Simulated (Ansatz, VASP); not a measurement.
# KBr in VASP and in Ansatz

The input INCAR:

```
SYSTEM = KBr
PREC = Accurate
ENCUT = 520
EDIFF = 1E-6
ISMEAR = 0
SIGMA = 0.05
LREAL = .False.
LASPH = .True.
NELM = 150
ALGO = Normal
ISIF = 2
LWAVE = .False.
LCHARG = .False.
LNONCOLLINEAR = .True.
MAGMOM = 0 0 0 0 0 0
LORBIT = 11
LSORBIT = .True.
GGA_COMPAT = .False.
LORBMOM = .True.
GGA = RP
IVDW = 13
NBANDS = 28
```

KPOINTS

```
Automatic mesh
0
Gamma
  7 7 7
  0 0 0
```

The input POSCAR:

```
KBr
1.0
    4.0434990000      0.0000000000      0.0000000000
    0.0000000000      4.0434990000      0.0000000000
    0.0000000000      0.0000000000      4.0434990000
Br K
1 1
Direct
    0.5000000000      0.5000000000      0.5000000000
    0.0000000000      0.0000000000      0.0000000000
```

Contents of input.yaml:

```yaml
crystal:
  lattice:
    - [4.043499, 0.0, 0.0]
    - [0.0, 4.043499, 0.0]
    - [0.0, 0.0, 4.043499]
  atoms:
    - { symbol: Br, position: [0.5, 0.5, 0.5] }
    - { symbol: K, position: [0.0, 0.0, 0.0] }
hamiltonian:
  xc: rpbe
  pseudopotentials: { kind: paw_fr }
  dispersion: d4
magnetization:
  noncollinear: true
  spin_orbit: true
kpoints:
  mp_grid: { grid: [7, 7, 7] }
  band_path:
    path:
      - [[0.0, 0.0, 0.0], [0.0, 0.5, 0.0], [0.5, 0.5, 0.0], [0.0, 0.0, 0.0], [0.5, 0.5, 0.5], [0.0, 0.5, 0.0]]
      - [[0.5, 0.5, 0.0], [0.5, 0.5, 0.5]]
    npoints: 14
scf:
  occupations: { method: gaussian, width: 0.05 }
  n_extra_bands: 6
output:
  forces: true
  stress: true
  eigenvalues: true
  fatbands: true
```

Alike in both runs: functional RPBE; dispersion D4; k mesh 7 × 7 × 7; occupations gaussian, width 0.05 eV; non-collinear spin, spin-orbit coupling.

|  | VASP | Ansatz |
| --- | --- | --- |
| version | VASP 6.6.1 | Ansatz 0.2.0 |
| potentials or method | VASP PAW PBE potentials, release 64 (Br, K_sv) | Ansatz PAW |
| plane-wave cutoff (eV) | 520 | 420 |
| valence electrons in the cell | 16 | 16 |
| task | single point | band structure |

|  | VASP | Ansatz | Ansatz less VASP |
| --- | --- | --- | --- |
| pressure (GPa) | 0.1 | 0.1 | -0.01 |
| net moment per atom (μB) | 0.00 | 0.00 | 0.000 |

VASP's potentials were made for PBE, not for RPBE.
